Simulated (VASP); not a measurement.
# MnSi (Pm-3m) in VASP: notebook

MnSi is run at these levels: PBE; tasks: single point.

Everything below comes from runs of VASP 6.6.1. Logs are shortened: lines on timing, memory, paths and dates and some standing lists are left out, and cuts for length are marked.

### Step 1. The cell of the first run

Symmetry: Pm-3m, No. 221, cubic system. The conventional cell has a = 2.987 Å, b = 2.987 Å, c = 2.987 Å, α = 90.00°, β = 90.00°, γ = 90.00°. Mn (site symmetry m-3m) has 8 Si at 2.59 Å and 6 Mn at 2.99 Å within 3.4 Å. Si (site symmetry m-3m) has 8 Mn at 2.59 Å and 6 Si at 2.99 Å within 3.4 Å.

### Step 2. Single point, PBE, collinear spin, ferromagnetic start

Contents of INCAR:

```
PREC     = Accurate       # precision mode
ENCUT    = 520            # plane-wave cutoff, eV
EDIFF    = 1E-6           # SCF threshold, eV
ISMEAR   = -1             # smearing method
SIGMA    = 0.05           # smearing width, eV
LREAL    = False          # projectors in reciprocal space
LASPH    = True           # aspherical terms in the spheres
NELM     = 150            # most SCF steps
ALGO     = Normal         # electronic algorithm
ISIF     = 2              # what is computed and relaxed
LWAVE    = False          # write WAVECAR
LCHARG   = True           # write CHGCAR
ISPIN    = 2              # spin polarisation
MAGMOM   = 4 0            # initial moments
LORBIT   = 11             # projections on sites
LMAXMIX  = 4              # l up to which the mixer works
GGA      = PE             # functional
LELF     = True           # ELF
LVHAR    = True         
NBANDS   = 20             # bands
```

Contents of KPOINTS:

```
regular mesh
0
Gamma
  9 9 9
```

Contents of POSCAR:

```
MnSi
1.0
    2.9874314600      0.0000000000      0.0000000000
    0.0000000000      2.9874314600      0.0000000000
    0.0000000000      0.0000000000      2.9874314600
Mn Si
1 1
Direct
    0.5000000000      0.5000000000      0.5000000000
    0.0000000000      0.0000000000      0.0000000000
```

Potentials or basis: VASP PAW PBE potentials, release 64 (Mn_pv, Si).

The run is started by

```
$ cat potpaw_PBE.64/Mn_pv/POTCAR potpaw_PBE.64/Si/POTCAR > POTCAR
$ mpirun -np 1 vasp_std > vasp.out
```

OUTCAR:

```text
PREC = Accurate
   ENCUT = 520
   EDIFF = 1E-6
   ISMEAR = -1
   LREAL = False
   LASPH = True
   NELM = 150
   ISIF = 2
   ISPIN = 2
   LORBIT = 11
   GGA = PE

 ion  position               nearest neighbor table
   1  0.500  0.500  0.500-   2 2.59   2 2.59   2 2.59   2 2.59   2 2.59   2 2.59   2 2.59   2 2.59

   2  0.000  0.000  0.000-   1 2.59   1 2.59   1 2.59   1 2.59   1 2.59   1 2.59   1 2.59   1 2.59

  LATTYP: Found a simple cubic cell.
 ALAT       =     2.9874314600

  Lattice vectors:

 A1 = (   2.9874314600,   0.0000000000,   0.0000000000)
 A2 = (   0.0000000000,   2.9874314600,   0.0000000000)
 A3 = (   0.0000000000,   0.0000000000,   2.9874314600)

Analysis of symmetry for initial positions (statically):
=====================================================================
 Subroutine PRICEL returns:
 Original cell was already a primitive cell.

 Routine SETGRP: Setting up the symmetry group for a
 simple cubic supercell.

 Subroutine GETGRP returns: Found 48 space group operations
 (whereof 48 operations were pure point group operations)
 out of a pool of 48 trial point group operations.

The static configuration has the point symmetry O_h .

Analysis of symmetry for dynamics (positions and initial velocities):
=====================================================================
 Subroutine PRICEL returns:
 Original cell was already a primitive cell.

 Routine SETGRP: Setting up the symmetry group for a
 simple cubic supercell.

 Subroutine GETGRP returns: Found 48 space group operations
 (whereof 48 operations were pure point group operations)
 out of a pool of 48 trial point group operations.

The dynamic configuration has the point symmetry O_h .

Analysis of structural, dynamic, and magnetic symmetry:
=====================================================================
 Subroutine PRICEL returns:
 Original cell was already a primitive cell.

 Routine SETGRP: Setting up the symmetry group for a
 simple cubic supercell.

 Subroutine GETGRP returns: Found 48 space group operations
 (whereof 48 operations were pure point group operations)
 out of a pool of 48 trial point group operations.

The overall configuration has the point symmetry O_h .

 Subroutine INISYM returns: Found 48 space group operations
 (whereof 48 operations are pure point group operations),
 and found     1 'primitive' translations

----------------------------------------------------------------------------------------

                                     Primitive cell

  volume of cell :      26.6621

  direct lattice vectors                    reciprocal lattice vectors
     2.987431460  0.000000000  0.000000000     0.334735713  0.000000000  0.000000000
     0.000000000  2.987431460  0.000000000     0.000000000  0.334735713  0.000000000
     0.000000000  0.000000000  2.987431460     0.000000000  0.000000000  0.334735713

  length of vectors
     2.987431460  2.987431460  2.987431460     0.334735713  0.334735713  0.334735713

  position of ions in fractional coordinates (direct lattice)
     0.500000000  0.500000000  0.500000000
     0.000000000  0.000000000  0.000000000

  ion indices of the primitive-cell ions
   primitive index   ion index
                 1           1
                 2           2

----------------------------------------------------------------------------------------

 KPOINTS: regular mesh

Automatic generation of k-mesh.
 Grid dimensions read from file:
 generate k-points for:    9    9    9

 Generating k-lattice:

  Cartesian coordinates                     Fractional coordinates (reciprocal lattice)
     0.037192857  0.000000000  0.000000000     0.111111111  0.000000000  0.000000000
     0.000000000  0.037192857  0.000000000     0.000000000  0.111111111  0.000000000
     0.000000000  0.000000000  0.037192857     0.000000000  0.000000000  0.111111111

  Length of vectors
     0.037192857  0.037192857  0.037192857

  Shift w.r.t. Gamma in fractional coordinates (k-lattice)
     0.000000000  0.000000000  0.000000000

 Subroutine IBZKPT returns following result:
 ===========================================

 Found     35 irreducible k-points:

 Following reciprocal coordinates:
            Coordinates               Weight
  0.000000  0.000000  0.000000      1.000000
  0.111111  0.000000  0.000000      6.000000
  0.222222  0.000000  0.000000      6.000000
  0.333333  0.000000  0.000000      6.000000
  0.444444  0.000000  0.000000      6.000000
  0.111111  0.111111  0.000000     12.000000
[... 16 lines left out ...]
  0.333333  0.333333  0.111111     24.000000
  0.444444  0.333333  0.111111     48.000000
 [... further k-points ...]
   k-points           NKPTS =     35   k-points in BZ     NKDIM =     35   number of bands    NBANDS=     20
   number of dos      NEDOS =    301   number of ions     NIONS =      2
   total plane-waves  NPLWV =  13824
   dimension x,y,z NGX =    24 NGY =   24 NGZ =   24
   dimension x,y,z NGXF=    48 NGYF=   48 NGZF=   48
   ions per type =               1   1
   NGX,Y,Z   is equivalent  to a cutoff of  13.36, 13.36, 13.36 a.u.
   NGXF,Y,Z  is equivalent  to a cutoff of  26.71, 26.71, 26.71 a.u.
 SYSTEM =  unknown system
   PREC   = accura    normal or accurate (medium, high low for compatibility)
   ISTART =      0    job   : 0-new  1-cont  2-samecut
   ICHARG =      2    charge: 1-file 2-atom 10-const
   ISPIN  =      2    spin polarized calculation?
   LNONCOLLINEAR =      F non collinear calculations
   LSORBIT =      F    spin-orbit coupling
   LASPH  =      T    aspherical Exc in radial PAW
   ENCUT  =  520.0 eV  38.22 Ry    6.18 a.u.   5.55  5.55  5.55*2*pi/ulx,y,z
   NELM   =    150;   NELMIN=  2; NELMDL= -5     # of ELM steps
   EDIFF  = 0.1E-05   stopping-criterion for ELM
   LREAL  =      F    real-space projection
   EDIFFG = 0.1E-04   stopping-criterion for IOM
   NSW    =      0    number of steps for IOM
   IBRION =     -1    ionic relax: 0-MD 1-quasi-New 2-CG
   NFREE  =      0    steps in history (QN), initial steepest desc. (CG)
   ISIF   =      2    stress and relaxation
   ISYM   =      2    0-nonsym 1-usesym 2-fastsym
   POTIM  = 0.5000    time-step for ionic-motion
   TEBEG  =    0.0;   TEEND  =   0.0 temperature during run
   PSTRESS=    0.0 pullay stress
   NELECT =      17.0000    total number of electrons
   NUPDOWN=      -1.0000    fix difference up-down
   EMIN   =  10.00;   EMAX   =-10.00  energy-range for DOS
   EFERMI =   0.00;   METHOD = LEGACY
   ISMEAR =    -1;   SIGMA  =   0.05  broadening in eV -4-tet -1-fermi 0-gaus
   EFERMI_NEDOS =   21; number of points for ismear=-14 and -15
   IALGO  =     38    algorithm
   IMIX   =      4    mixing-type and parameters
     AMIX     =   0.40;   BMIX     =  1.00
     AMIX_MAG =   1.60;   BMIX_MAG =  1.00
  volume/ion in A,a.u.               =      13.33        89.96
  Fermi-wavevector in a.u.,A,eV,Ry     =   1.409050  2.662719 27.013319  1.985423
  Thomas-Fermi vector in A             =   2.531146
   LORBIT       =     11    0 simple, 1 ext, 2 COOP (PROOUT), +10 PAW based schemes
   GGA     = PE    functional components
   LHFCALC =     F    Hartree Fock is set to
   AEXX    =    0.0000 exact exchange contribution
   IVDW    =     0    specifies the selected vdW correction
   LEPSILON=     F    determine dielectric tensor
   LRPA    =     F    only Hartree local field effects (RPA)
 spin polarized calculation
  energy-cutoff  :      520.00
  volume of cell :       26.66
 maximum number of plane-waves:       739
 NGX is ok and might be reduce to    24
   NGX = 11   NGY = 11   NGZ = 11

 number of electron      17.0000003 magnetization       0.8708120

 Free energy of the ion-electron system (eV)
  ---------------------------------------------------
  ext. energy  EPLUGINS =         0.00000000
  ---------------------------------------------------
  free energy    TOTEN  =       -14.63787671 eV

  energy without entropy =      -14.62071274  energy(sigma->0) =      -14.62929473

 E-fermi :   9.3915     XC(G=0): -12.1244

 val. band max:        9.3669071802   @ k =   0.4444   0.4444   0.1111
 cond. band min:       9.3997795657   @ k =   0.3333   0.3333   0.1111
 fundamental gap:      0.0328723855
 Fermi energy:         9.3914761463

 spin component 1

 k-point     1 :       0.0000    0.0000    0.0000
  band No.  band energies     occupation
      1     -38.7318      1.00000
      2     -38.7318      1.00000
      3     -38.7318      1.00000
      4      -2.5551      1.00000
      5       6.9762      1.00000
      6       6.9762      1.00000
[... 12 lines left out ...]
     19      30.6524      0.00000
     20      30.6524      0.00000
[... 507 lines left out ...]
 k-point    24 :       0.4444    0.3333    0.1111
  band No.  band energies     occupation
      1     -38.7861      1.00000
      2     -38.7713      1.00000
      3     -38.7296      1.00000
      4       1.6276      1.00000
      5       4.5850      1.00000
      6       6.0940      1.00000
[... 12 lines left out ...]
     19      28.0735      0.00000
     20      28.7441      0.00000

 [... further k-points ...]

 spin component 2

 k-point     1 :       0.0000    0.0000    0.0000
  band No.  band energies     occupation
      1     -37.7269      1.00000
      2     -37.7269      1.00000
      3     -37.7269      1.00000
      4      -2.5928      1.00000
      5       7.3784      1.00000
      6       7.3784      1.00000
[... 12 lines left out ...]
     19      30.6589      0.00000
     20      30.6589      0.00000
[... 507 lines left out ...]
 k-point    24 :       0.4444    0.3333    0.1111
  band No.  band energies     occupation
      1     -37.7845      1.00000
      2     -37.7688      1.00000
      3     -37.7246      1.00000
      4       1.6133      1.00000
      5       4.6517      1.00000
      6       6.3390      1.00000
[... 12 lines left out ...]
     19      28.3364      0.00000
     20      28.6615      0.00000

 [... further k-points ...]

------------------------ aborting loop because EDIFF is reached ----------------------------------------

  FORCE on cell =-STRESS in cart. coord.  units (eV):
  Direction    XX          YY          ZZ          XY          YZ          ZX
  --------------------------------------------------------------------------------------
  -------------------------------------------------------------------------------------
  Total       -4.3375719     -4.3375719     -4.3375719      0.0000000      0.0000000     -0.0000000
  in kB     -260.6534124   -260.6534124   -260.6534124      0.0000000      0.0000000     -0.0000000
  external PRESSURE =    -260.6534124 kB  Pullay stress =       0.0000000 kB

 VOLUME and BASIS-vectors are now :
 -----------------------------------------------------------------------------
  energy-cutoff  :      520.00
  volume of cell :       26.66
      direct lattice vectors                 reciprocal lattice vectors
     2.987431460  0.000000000  0.000000000     0.334735713  0.000000000  0.000000000
     0.000000000  2.987431460  0.000000000     0.000000000  0.334735713  0.000000000
     0.000000000  0.000000000  2.987431460     0.000000000  0.000000000  0.334735713

 POSITION                                       TOTAL-FORCE (eV/Angst)
 -----------------------------------------------------------------------------------
      1.49372      1.49372      1.49372         0.000000      0.000000      0.000000
      0.00000      0.00000      0.00000         0.000000      0.000000      0.000000
 -----------------------------------------------------------------------------------
    total drift:                                0.000000      0.000000     -0.000000

  FREE ENERGIE OF THE ION-ELECTRON SYSTEM (eV)
  ---------------------------------------------------
  free  energy   TOTEN  =       -14.6378767126 eV

  energy  without entropy=      -14.6207127428  energy(sigma->0) =      -14.62929473

 total charge

# of ion       s       p       d       tot
------------------------------------------
    1        0.281   6.255   5.205  11.741
    2        0.737   0.790   0.000   1.527
--------------------------------------------------
tot          1.019   7.044   5.205  13.268

 magnetization (x)

# of ion       s       p       d       tot
------------------------------------------
    1       -0.001   0.008   0.953   0.960
    2       -0.020  -0.051   0.000  -0.071
--------------------------------------------------
tot         -0.022  -0.043   0.953   0.889
```

Run time: 58 s. Hardware: 1 thread of Intel Xeon 8259CL, shared host; peak memory 0.16 GiB.

What came out:

* Free energy: -14.6379 eV
* Pressure: -26.1 GPa
* Net moment: 0.87 μB per cell
* Site moments: Mn +0.96; Si -0.07 μB
* Valence electrons inside the program's atomic spheres: Mn 11.74; Si 1.53

Levels at points of the mesh, in eV from the Fermi level:
Spin up:
| k point | band 5 | band 6 | band 7 | band 8 | band 9 | band 10 | band 11 | band 12 | band 13 | band 14 |
| --- | --- | --- | --- | --- | --- | --- | --- | --- | --- | --- |
| (0.00, 0.00, 0.00) | -2.42 | -2.42 | -0.41 | -0.41 | -0.41 | 2.96 | 2.96 | 2.96 | 8.00 | 8.00 |
Spin down:
| k point | band 6 | band 7 | band 8 | band 9 | band 10 | band 11 |
| --- | --- | --- | --- | --- | --- | --- |
| (0.00, 0.00, 0.00) | -2.01 | 0.70 | 0.70 | 0.70 | 2.92 | 2.92 |

Caveat: the cell stands under tension.

### Step 3. Single point, PBE, collinear spin, ferromagnetic start (13.33 Å³/atom)

Contents of INCAR:

```
SYSTEM = MnSi
  PREC = Accurate
  ENCUT = 520
  EDIFF = 1E-7
  ISMEAR = -1
  SIGMA = 0.05
  LREAL = .False.
  LASPH = .True.
  NELM = 150
  ALGO = Normal
  ISIF = 2
  LWAVE = .False.
  LCHARG = .False.
  ISPIN = 2
  MAGMOM = 4 0
  LORBIT = 11
  LMAXMIX = 4
  GGA = PE
  NBANDS = 20
```

Contents of KPOINTS:

```
regular mesh
0
Gamma
  9 9 9
  0 0 0
```

POSCAR is that of step 2.

Potentials or basis: VASP PAW PBE potentials, release 64 (Mn_pv, Si).

The run is started by

```
$ cat potpaw_PBE.64/Mn_pv/POTCAR potpaw_PBE.64/Si/POTCAR > POTCAR
$ mpirun -np 1 vasp_std > vasp.out
```

Wall time 63 s (1 thread of Intel Xeon 8259CL, shared host); peak memory 0.16 GiB.

The run converged. Its results:

| Item | Value |
| --- | --- |
| Free energy | -14.6379 eV |
| Pressure | -26.1 GPa |
| Net moment | 0.87 μB per cell |
| Site moments | Mn +0.96; Si -0.07 μB |
| Valence electrons inside the program's atomic spheres | Mn 11.74; Si 1.53 |

Levels at points of the mesh, in eV from the Fermi level:
Spin up:
| k point | band 7 | band 8 | band 9 | band 10 | band 11 | band 12 |
| --- | --- | --- | --- | --- | --- | --- |
| (0.00, 0.00, 0.00) | -0.41 | -0.41 | -0.41 | 2.96 | 2.96 | 2.96 |
Spin down:
```
           k point  band 4  band 5  band 6  band 7  band 8  band 9  band 10  band 11  band 12  band 13
(0.00, 0.00, 0.00)  -11.98   -2.01   -2.01    0.70    0.70    0.70     2.92     2.92     2.92     8.06
```

Caveat: the cell stands under tension.

### Step 4. Single point, PBE, collinear spin, ferromagnetic start (13.60 Å³/atom)

This run uses another cell than the first one, of 13.60 Å³/atom.

Contents of INCAR:

```
SYSTEM = MnSi
PREC = Accurate
ENCUT = 520
EDIFF = 1E-7
ISMEAR = -1
SIGMA = 0.05
LREAL = .FALSE.
LASPH = .TRUE.
NELM = 150
ALGO = Normal
ISIF = 2
LWAVE = .FALSE.
LCHARG = .TRUE.
ISPIN = 2
MAGMOM = 4 0
LORBIT = 11
LMAXMIX = 4
GGA = PE
LELF = .TRUE.
LVHAR = .TRUE.
NBANDS = 20
```

Contents of KPOINTS:

```
regular mesh
0
G
  9 9 9
  0 0 0
```

Contents of POSCAR:

```
MnSi
1.0
    3.0072163509      0.0000000000      0.0000000000
    0.0000000000      3.0072163509      0.0000000000
    0.0000000000      0.0000000000      3.0072163509
Mn Si
1 1
Direct
    0.5000000000      0.5000000000      0.5000000000
    0.0000000000      0.0000000000      0.0000000000
```

The run is started by

```
$ cat potpaw_PBE.64/Mn_pv/POTCAR potpaw_PBE.64/Si/POTCAR > POTCAR
$ mpirun -np 1 vasp_std > vasp.out
```

Wall time 58 s (1 thread of Intel Xeon 8259CL, shared host); peak memory 0.16 GiB.

The run converged. Its results:

- Free energy: -14.5486 eV
- Pressure: -27.6 GPa
- Net moment: 0.88 μB per cell
- Site moments: Mn +0.98; Si -0.07 μB
- Valence electrons inside the program's atomic spheres: Mn 11.71; Si 1.52

Levels at points of the mesh, in eV from the Fermi level:
Spin up:
```
           k point  band 6  band 7  band 8  band 9  band 10  band 11  band 12  band 13
(0.00, 0.00, 0.00)   -2.37   -0.45   -0.45   -0.45     2.88     2.88     2.88     7.91
```
Spin down:
```csv
k point,band 6,band 7,band 8,band 9,band 10,band 11
"(0.00, 0.00, 0.00)",-1.96,0.69,0.69,0.69,2.83,2.83
```

Caveat: the cell stands under tension.
